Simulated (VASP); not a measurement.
Here is a VASP 6.6.1 calculation.

The input INCAR:

```
SYSTEM = Pb
ALGO = Normal
EDIFF = 1E-6
ENCUT = 520
GGA = PE
ISIF = 2
ISMEAR = -1
LASPH = .TRUE.
LCHARG = .FALSE.
LREAL = .FALSE.
LWAVE = .FALSE.
NBANDS = 13
NELM = 80
PREC = Accurate
SIGMA = 0.08
```

KPOINTS

```
k-points
0
G
  13 13 13
  0 0 0
```

Contents of POSCAR:

```
Pb
1.0
   -1.9796595667      1.9796595667      1.9796595667
    1.9796595667     -1.9796595667      1.9796595667
    1.9796595667      1.9796595667     -1.9796595667
Pb
1
Direct
    0.0000000000      0.0000000000      0.0000000000
```

Potentials or basis: VASP PAW PBE potentials, release 64 (Pb_d).

Launch:

```sh
$ cat potpaw_PBE.64/Pb_d/POTCAR > POTCAR
$ mpirun -np 1 vasp_std > vasp.out
```

(1) What does it give for the band gap on the k mesh?

(2) What does it give for the pressure?

Results:

(1) zero (band 7 reaches 14.46 eV, above the bottom of band 8 at 5.15 eV).

(2) 1.1 GPa.

Caveat: spin-orbit coupling is left out, which moves the levels of the heavy elements.
